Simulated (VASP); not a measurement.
# Si2Mo (I4/mmm) in VASP: notebook, part 2 of 2

VASP 6.6.1. The steps go on from the part before.

## Step 4: Relaxation of shape and atoms at fixed volume, LDA

INCAR

```
PREC = Accurate
ENCUT = 600
EDIFF = 1E-6
ISMEAR = 0
SIGMA = 0.05
LREAL = F
LASPH = T
NELM = 100
ALGO = Normal
ISIF = 4
LWAVE = F
LCHARG = F
GGA = CA
IBRION = 2
NSW = 60
EDIFFG = -0.02
```

KPOINTS

```
regular mesh
0
Gamma
  10 10 10
```

POSCAR

```
Si2Mo
1.0
   -1.6018812136      1.6018812136      3.9212716889
    1.6018812136     -1.6018812136      3.9212716889
    1.6018812136      1.6018812136     -3.9212716889
Si Mo
2 1
Direct
    0.3351230337      0.3351230337      0.0000000000
    0.6648769663      0.6648769663      0.0000000000
    0.0000000000      0.0000000000      0.0000000000
```

Potentials or basis: VASP PAW LDA potentials, release 64 (Si, Mo_sv).

Run with:

```
> cat potpaw_LDA.64/Si/POTCAR potpaw_LDA.64/Mo_sv/POTCAR > POTCAR
> mpirun -np 1 vasp_std > vasp.out
```

OUTCAR:

```text
PREC = Accurate
   ENCUT = 600
   EDIFF = 1E-6
   ISMEAR = 0
   LREAL = F
   LASPH = T
   NELM = 100
   ISIF = 4
   GGA = CA
   IBRION = 2
   NSW = 60
   EDIFFG = -0.02

 ion  position               nearest neighbor table
   1  0.335  0.335  0.000-   2 2.59   3 2.61   3 2.61   3 2.61   3 2.61   3 2.63   2 2.63   2 2.63
                             2 2.63   2 2.63
   2  0.665  0.665  0.000-   1 2.59   3 2.61   3 2.61   3 2.61   3 2.61   3 2.63   1 2.63   1 2.63
                             1 2.63   1 2.63
   3  0.000  0.000  0.000-   2 2.61   2 2.61   2 2.61   1 2.61   2 2.61   1 2.61   1 2.61   1 2.61
                             1 2.63   2 2.63

  LATTYP: Found a body centered tetragonal cell.
 ALAT       =     3.2037624272
 C/A-ratio  =     2.4479166468

  Lattice vectors:

 A1 = (  -1.6018812136,   1.6018812136,   3.9212716889)
 A2 = (   1.6018812136,  -1.6018812136,   3.9212716889)
 A3 = (   1.6018812136,   1.6018812136,  -3.9212716889)

Analysis of symmetry for initial positions (statically):
=====================================================================
 Subroutine PRICEL returns:
 Original cell was already a primitive cell.

 Routine SETGRP: Setting up the symmetry group for a
 body centered tetragonal supercell.

 Subroutine GETGRP returns: Found 16 space group operations
 (whereof 16 operations were pure point group operations)
 out of a pool of 16 trial point group operations.

The static configuration has the point symmetry D_4h.

Analysis of symmetry for dynamics (positions and initial velocities):
=====================================================================
 Subroutine PRICEL returns:
 Original cell was already a primitive cell.

 Routine SETGRP: Setting up the symmetry group for a
 body centered tetragonal supercell.

 Subroutine GETGRP returns: Found 16 space group operations
 (whereof 16 operations were pure point group operations)
 out of a pool of 16 trial point group operations.

The dynamic configuration has the point symmetry D_4h.

 Subroutine INISYM returns: Found 16 space group operations
 (whereof 16 operations are pure point group operations),
 and found     1 'primitive' translations

----------------------------------------------------------------------------------------

                                     Primitive cell

  volume of cell :      40.2483

  direct lattice vectors                    reciprocal lattice vectors
    -1.601881214  1.601881214  3.921271689     0.000000000  0.312133007  0.127509655
     1.601881214 -1.601881214  3.921271689     0.312133007  0.000000000  0.127509655
     1.601881214  1.601881214 -3.921271689     0.312133007  0.312133007  0.000000000

  length of vectors
     4.528622142  4.528622142  4.528622142     0.337173140  0.337173140  0.441422732

  position of ions in fractional coordinates (direct lattice)
     0.335123034  0.335123034  0.000000000
     0.664876966  0.664876966  0.000000000
     0.000000000  0.000000000  0.000000000

  ion indices of the primitive-cell ions
   primitive index   ion index
                 1           1
                 2           2
                 3           3

----------------------------------------------------------------------------------------
[... 63 lines left out ...]
   ICHARG =      2    charge: 1-file 2-atom 10-const
   ISPIN  =      1    spin polarized calculation?
   LNONCOLLINEAR =      F non collinear calculations
   LSORBIT =      F    spin-orbit coupling
   LASPH  =      T    aspherical Exc in radial PAW
   ENCUT  =  600.0 eV  44.10 Ry    6.64 a.u.   9.04  9.04  9.04*2*pi/ulx,y,z
   NELM   =    100;   NELMIN=  2; NELMDL= -5     # of ELM steps
   EDIFF  = 0.1E-05   stopping-criterion for ELM
   LREAL  =      F    real-space projection
   EDIFFG = -.2E-01   stopping-criterion for IOM
   NSW    =     60    number of steps for IOM
   IBRION =      2    ionic relax: 0-MD 1-quasi-New 2-CG
   NFREE  =      1    steps in history (QN), initial steepest desc. (CG)
   ISIF   =      4    stress and relaxation
   ISYM   =      2    0-nonsym 1-usesym 2-fastsym
   POTIM  = 0.5000    time-step for ionic-motion
   TEBEG  =    0.0;   TEEND  =   0.0 temperature during run
   PSTRESS=    0.0 pullay stress
   NELECT =      22.0000    total number of electrons
   NUPDOWN=      -1.0000    fix difference up-down
   EMIN   =  10.00;   EMAX   =-10.00  energy-range for DOS
   EFERMI =   0.00;   METHOD = LEGACY
   ISMEAR =     0;   SIGMA  =   0.05  broadening in eV -4-tet -1-fermi 0-gaus
   EFERMI_NEDOS =   21; number of points for ismear=-14 and -15
   IALGO  =     38    algorithm
   IMIX   =      4    mixing-type and parameters
     AMIX     =   0.40;   BMIX     =  1.00
     AMIX_MAG =   1.60;   BMIX_MAG =  1.00
  volume/ion in A,a.u.               =      13.42        90.54
  Fermi-wavevector in a.u.,A,eV,Ry     =   1.338546  2.529485 24.377622  1.791705
  Thomas-Fermi vector in A             =   2.467008
   LORBIT       =      0    0 simple, 1 ext, 2 COOP (PROOUT), +10 PAW based schemes
   GGA     = CA    functional components
   LHFCALC =     F    Hartree Fock is set to
   AEXX    =    0.0000 exact exchange contribution
   IVDW    =     0    specifies the selected vdW correction
   LEPSILON=     F    determine dielectric tensor
   LRPA    =     F    only Hartree local field effects (RPA)
 conjugate gradient relaxation of ions
 non-spin polarized calculation
 Gauss-broadening in eV      SIGMA  =   0.05
  energy-cutoff  :      600.00
  volume of cell :       40.25
 maximum number of plane-waves:      1364
   NGX = 19   NGY = 19   NGZ = 19

--------------------------------------- Ionic step        1  -------------------------------------------

 number of electron      22.0000000 magnetization

 Free energy of the ion-electron system (eV)
  ---------------------------------------------------
  ext. energy  EPLUGINS =         0.00000000
  ---------------------------------------------------
  free energy    TOTEN  =       -25.80276767 eV

  energy without entropy =      -25.80230873  energy(sigma->0) =      -25.80253820

------------------------ aborting loop because EDIFF is reached ----------------------------------------

  FORCE on cell =-STRESS in cart. coord.  units (eV):
  Direction    XX          YY          ZZ          XY          YZ          ZX
  --------------------------------------------------------------------------------------
  -------------------------------------------------------------------------------------
  Total       -1.2554638     -1.2554638     -1.4099893      0.0000000     -0.0000000      0.0000000
  in kB      -49.9766600    -49.9766600    -56.1279097      0.0000000     -0.0000000      0.0000000
  external PRESSURE =     -52.0270766 kB  Pullay stress =       0.0000000 kB
[... 98 lines left out ...]
--------------------------------------- Ionic step        4  -------------------------------------------

 number of electron      22.0000000 magnetization

 Free energy of the ion-electron system (eV)
  ---------------------------------------------------
  ext. energy  EPLUGINS =         0.00000000
  ---------------------------------------------------
  free energy    TOTEN  =       -25.80337613 eV

  energy without entropy =      -25.80293314  energy(sigma->0) =      -25.80315464

 E-fermi :  12.0920     XC(G=0): -12.5493

 val. band max:       12.0616161845   @ k =  -0.4000   0.5000   0.4000
 cond. band min:      12.2012980855   @ k =   0.5000   0.5000   0.3000
 fundamental gap:      0.1396819010
 Fermi energy:        12.0919560801

 k-point     1 :       0.0000    0.0000    0.0000
  band No.  band energies     occupation
      1     -48.1813      2.00000
      2     -22.5243      2.00000
      3     -22.4473      2.00000
      4     -22.4473      2.00000
      5      -1.1652      2.00000
      6       5.8030      2.00000
      7       8.7980      2.00000
      8       9.0941      2.00000
      9       9.5823      2.00000
     10       9.5823      2.00000
     11      12.5364      0.00000
     12      15.3127      0.00000
     13      15.4781      0.00000
     14      15.6374      0.00000
[... 401 lines left out ...]
      2     -22.6565      2.00000
      3     -22.5862      2.00000
      4     -22.4903      2.00000
      5       2.8556      2.00000
      6       3.9142      2.00000
      7       6.5238      2.00000
      8       8.3523      2.00000
      9       9.1897      2.00000
     10       9.9416      2.00000
     11      10.2945      2.00000
     12      12.7141      0.00000
     13      13.6582      0.00000
     14      15.5024      0.00000
     15      17.1106      0.00000

 [... further k-points ...]

------------------------ aborting loop because EDIFF is reached ----------------------------------------

  FORCE on cell =-STRESS in cart. coord.  units (eV):
  Direction    XX          YY          ZZ          XY          YZ          ZX
  --------------------------------------------------------------------------------------
  -------------------------------------------------------------------------------------
  Total       -1.2675807     -1.2675807     -1.2879849      0.0000000     -0.0000000      0.0000000
  in kB      -50.4590004    -50.4590004    -51.2712375      0.0000000     -0.0000000      0.0000000
  external PRESSURE =     -50.7297461 kB  Pullay stress =       0.0000000 kB
[... 18 lines left out ...]
  FREE ENERGIE OF THE ION-ELECTRON SYSTEM (eV)
  ---------------------------------------------------
  free  energy   TOTEN  =       -25.8033761347 eV

  energy  without entropy=      -25.8029331373  energy(sigma->0) =      -25.80315464

 reached required accuracy - stopping structural energy minimisation
```

It took 2.3 min on 1 thread of Intel Xeon Platinum 8259CL at 2.50GHz (Skylake/Cascade Lake), shared host; peak memory 0.22 GiB.

What came out:

```
Free energy                  : -25.8034 eV
Energy gained by relaxing    : 0.2 meV/atom
Ionic steps                  : 4
Pressure after relaxing      : -5.1 GPa
Largest force after relaxing : 0.005 eV/Å
Band gap on the k mesh       : zero (bands 11 and 12 overlap by 0.90 eV)
```

Forces in eV/Å, atoms in the order of the input:
```
Si   0.000  0.000 -0.005
Si   0.000  0.000  0.005
Mo   0.000  0.000  0.000
```

Step by step:
```
step  energy change (eV)  largest force (eV/Å)  pressure (GPa)  volume (Å³)
   1              0.0000                0.1009           -5.20        40.25
   2             -0.0006                0.0078           -5.06        40.25
   3             -0.0006                0.0147           -5.06        40.25
   4             -0.0006                0.0049           -5.07        40.25
```

Final structure:
```
Si Mo
1.0
    -1.60246    1.60246    3.91845
     1.60246   -1.60246    3.91845
     1.60246    1.60246   -3.91845
Si Mo
2 1
Direct
  0.33585 0.33585 0.00000
  0.66415 0.66415 0.00000
  0.00000 0.00000 0.00000
```

## Step 5: Overview

| level | potentials or basis | cell | gap on the mesh (eV) | pressure (GPa) |
| --- | --- | --- | --- | --- |
| PBE | VASP PAW PBE potentials, release 64 (Si, Mo_sv) | relaxed from a = 4.535 Å, angles 138.7, 138.7, 59.9°, 3 atoms, atomic positions A | none | 2.7 |
| PBE+D4 | VASP PAW PBE potentials, release 64 (Si, Mo_sv) | relaxed from a = 4.529 Å, angles 138.6, 138.6, 60.0°, 3 atoms, atomic positions B | none | -3.5 |
| LDA | VASP PAW LDA potentials, release 64 (Si, Mo_sv) | relaxed from a = 4.529 Å, angles 138.6, 138.6, 60.0°, 3 atoms, atomic positions B | none | -5.1 |

Alike in all rows: task relaxation of shape and atoms at fixed volume; no spin polarisation; k mesh 10 × 10 × 10; cutoff (eV) 600; smearing gaussian 0.05 eV.

Caveats: the relaxation stopped at its first step, so nothing moved (at least some runs).

Absolute energies hang on the potentials; compare differences alone.

The gap in the log of VASP goes by the Fermi energy; the results here count the filled bands.